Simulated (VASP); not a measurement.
A run of VASP 6.6.1 is set up as follows.

The input INCAR:

```
SYSTEM = I
  PREC = Accurate
  ENCUT = 520
  EDIFF = 1E-7
  ISMEAR = -1
  SIGMA = 0.13605693000000002
  LREAL = .FALSE.
  LASPH = .TRUE.
  NELM = 100
  ALGO = Normal
  ISIF = 2
  LWAVE = .FALSE.
  LCHARG = .TRUE.
  GGA = CA
  LELF = .TRUE.
  LVHAR = .TRUE.
  NBANDS = 14
```

Contents of KPOINTS:

```
regular mesh
0
G
  8 8 8
  0 0 0
```

Contents of POSCAR:

```
I
1.0
    0.0000000000      3.7892586785      3.7892586785
    3.7892586785      0.0000000000      3.7892586785
    3.7892586785      3.7892586785      0.0000000000
I
2
Direct
    0.0000000000      0.0000000000      0.0000000000
    0.2500000000      0.2500000000      0.2500000000
```

Potentials or basis: VASP PAW LDA potentials, release 64 (I).

Run with:

```console
$ cat potpaw_LDA.64/I/POTCAR > POTCAR
$ mpirun -np 1 vasp_std > vasp.out
```

Q: Estimate the pressure.

A: 0.0 GPa.

Q: Estimate the band gap on the k mesh.

A: Zero (band 7 reaches 1.47 eV, above the bottom of band 8 at 0.00 eV).

Caveat: spin-orbit coupling is left out, which moves the levels of the heavy elements.
